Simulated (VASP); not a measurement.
Set up this calculation in VASP 6.6.1, as the native input.

```yaml
Task: single point
Functional: revPBE
Potentials_or_basis: VASP PAW PBE potentials, release 64 (Sb)
Cutoff: 520 eV
k_mesh: 8 × 8 × 11
Occupations: fermi-dirac, width 0.1 eV
Spin: no spin polarisation
Dipole_correction: no
Further_INCAR_settings: ALGO = Normal; EDIFF = 1e-06; NBANDS = 14
```

The structure of Sb lies in POSCAR:

```
Sb
1.0
    5.4651781660      0.0000000000      0.0000000000
   -2.7325890830      4.7329831280      0.0000000000
    0.0000000000      0.0000000000      3.2585977104
Sb
3
Direct
    0.0000000000      1.0000000000      0.0000000000
    0.3333333333      0.6666666667      0.5000000000
    0.6666666667      0.3333333333      0.5000000000
```

These files were run (other wordings do the same):

INCAR

```
ALGO = Normal ; EDIFF = 1E-6
ENCUT = 520 ; GGA = RE
ISIF = 2 ; ISMEAR = -1
LASPH = True ; LCHARG = False
LREAL = False ; LWAVE = False
NBANDS = 14 ; NELM = 100
PREC = Accurate ; SIGMA = 0.1
```

KPOINTS

```
k-points
0
Gamma
  8 8 11
```

Potentials or basis: VASP PAW PBE potentials, release 64 (Sb).

Command:

```console
$ cat potpaw_PBE.64/Sb/POTCAR > POTCAR
$ mpirun -np 1 vasp_std > vasp.out
```

Results of the run:

The pressure is -0.4 GPa.

Caveat: the PAW data sets were made with another functional, which shifts forces and pressure a little.

It used 37 s of CPU time on 1 thread of Intel Xeon 6975P-C, on a shared host.
